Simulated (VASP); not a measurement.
Write the native input for VASP 6.6.1 that does the following.

```
Task                   : electric field gradients
Functional             : PBEsol
Potentials or basis    : VASP PAW PBE potentials, release 64 (Li_sv)
Cutoff                 : 650 eV
k mesh                 : 13 × 13 × 13
Occupations            : fermi-dirac, width 0.08 eV
Spin                   : no spin polarisation
Dipole correction      : no
Further INCAR settings : ALGO = Normal; EDIFF = 1e-08; NBANDS = 8
```

The structure of Li lies in POSCAR:

```
Li
1.0
    0.0000000000      2.2093156684      2.2093156684
    2.2093156684      0.0000000000      2.2093156684
    2.2093156684      2.2093156684      0.0000000000
Li
1
Direct
    0.0000000000      0.0000000000      0.0000000000
```

This isn't the form of Li at room conditions, which is bcc.

These files were run (other wordings do the same):

INCAR

```
SYSTEM = Li
PREC = Accurate ; ENCUT = 650
EDIFF = 1E-8 ; ISMEAR = -1
SIGMA = 0.08 ; LREAL = .False.
LASPH = .True. ; NELM = 120
ALGO = Normal ; ISIF = 2
LWAVE = .False. ; LCHARG = .False.
GGA = PS ; LEFG = .True.
NBANDS = 8 ; GGA_COMPAT = .False.
```

KPOINTS

```
regular mesh
0
Gamma
  13 13 13
  0 0 0
```

Potentials or basis: VASP PAW PBE potentials, release 64 (Li_sv).

Command:

```bash
$ cat potpaw_PBE.64/Li_sv/POTCAR > POTCAR
$ mpirun -np 1 vasp_std > vasp.out
```

Results of the run:

| Item | Value |
| --- | --- |
| Pressure | -1.0 GPa |
| Band gap on the k mesh | zero (an odd number of electrons rules out a gap without spin polarisation) |
| Largest electric field gradient by atom | under 0.05 V/Å² on every atom |

Caveat: the PAW data sets were made with another functional, which shifts forces and pressure a little.

Run time: 8.3 s on 1 thread of AMD EPYC 9R45 96-Core Processor (Zen 5), on a shared host, peak memory 0.12 GiB.
